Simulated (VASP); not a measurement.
Here is a VASP 6.6.1 calculation.

INCAR

```
  PREC = Accurate
  ENCUT = 520
  EDIFF = 1E-6
  ISMEAR = -1
  SIGMA = 0.05
  LREAL = False
  LASPH = True
  NELM = 60
  ALGO = Normal
  ISIF = 2
  LWAVE = False
  LCHARG = False
  NBANDS = 26
```

KPOINTS

```
Automatic mesh
0
Gamma
  9 9 5
```

Contents of POSCAR:

```
ZnO
1.0
    3.2053930491      0.0000000000      0.0000000000
   -1.6026965246      2.7759518096      0.0000000000
    0.0000000000      0.0000000000      5.1353529565
Zn O
2 2
Direct
    0.6666666667      0.3333333333      0.0000000000
    0.3333333333      0.6666666667      0.5000000000
    0.3333333333      0.6666666667      0.8790100000
    0.6666666667      0.3333333333      0.3790100000
```

Potentials or basis: VASP PAW LDA potentials, release 64 (Zn, O).

Launch:

```sh
$ cat potpaw_LDA.64/Zn/POTCAR potpaw_LDA.64/O/POTCAR > POTCAR
$ mpirun -np 1 vasp_std > vasp.out
```

Question: What does it give for the pressure?

Answer: 0.0 GPa.

Question: Predict the largest force.

Answer: 0.070 eV/Å.

Question: What does it give for the band gap on the k mesh?

Answer: 0.81 eV, direct.

Forces on the atoms (eV/Å):
```
Zn   0.000  0.000 -0.070
Zn   0.000  0.000 -0.070
O    0.000  0.000  0.070
O    0.000  0.000  0.070
```

**What was measured.**

“Electronic structure of alkaline earth and post-transition metal oxides”, 2009, arxiv:0908.1581 quotes, for a bulk crystal of ZnO: band gap 3.37 eV.

A measured gap of ZnO is 3.37 eV (quoted in “Electronic structure of alkaline earth and post-transition metal oxides”, 2009, arxiv:0908.1581); the calculated 0.81 eV misses it by -2.56 eV. So large a miss can be the level of theory's own, or it may mean another phase, state or a wrong row. The value is that of LDA, without temperature or zero-point motion. Semilocal functionals fall short of measured gaps as a rule.
